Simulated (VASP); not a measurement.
Write the native input for VASP 6.6.1 that does the following.

```
Task                   : single point
Functional             : BLYP
Potentials or basis    : VASP PAW PBE potentials, release 64 (Cr_pv)
Cutoff                 : 520 eV
k mesh                 : 11 × 11 × 11
Occupations            : fermi-dirac, width 0.05 eV
Spin                   : collinear spin, antiferromagnetic start
Starting moments       : [2.632, -2.632] μB
Dipole correction      : no
Further INCAR settings : ALGO = Normal; EDIFF = 1e-06; NBANDS = 23
```

The structure of Cr lies in POSCAR:

```
Cr
1.0
    0.0000000000      2.6680727634      2.6680727634
    2.6680727634      0.0000000000      2.6680727634
    2.6680727634      2.6680727634      0.0000000000
Cr
2
Direct
    0.1250000000      0.1250000000      0.1250000000
    0.8750000000      0.8750000000      0.8750000000
```

This cell differs from its parent crystal: volume scaled by 0.92.

One way to write it, as run:

INCAR

```
SYSTEM = Cr
  PREC = Accurate
  ENCUT = 520
  EDIFF = 1E-6
  ISMEAR = -1
  SIGMA = 0.05
  LREAL = .False.
  LASPH = .True.
  NELM = 150
  ALGO = Normal
  ISIF = 2
  LWAVE = .False.
  LCHARG = .True.
  ISPIN = 2
  MAGMOM = 2.632 -2.632
  LORBIT = 11
  LMAXMIX = 4
  GGA = B5
  ALDAX = 1.0
  AGGAX = 1.0
  AGGAC = 1.0
  ALDAC = 0.0
  LELF = .True.
  LVHAR = .True.
  NBANDS = 23
```

KPOINTS

```
regular mesh
0
Gamma
  11 11 11
  0 0 0
```

Potentials or basis: VASP PAW PBE potentials, release 64 (Cr_pv).

Command:

```bash
$ cat potpaw_PBE.64/Cr_pv/POTCAR > POTCAR
$ mpirun -np 1 vasp_std > vasp.out
```

Results of the run:

```json
{"Pressure": "3.6 GPa", "Band gap on the k mesh": "zero (filled and empty bands overlap)", "Net moment": "0.00 μB per cell", "Site moments": "Cr +2.61, -2.61 μB", "Valence electrons inside the program's atomic spheres": "Cr 10.94"}
```

Caveat: the PAW data sets were made with another functional, which shifts forces and pressure a little.

Wall time 64 s on 1 thread of Intel(R) Xeon(R) Platinum 8488C (Sapphire Rapids), on a shared host, peak memory 0.21 GiB.
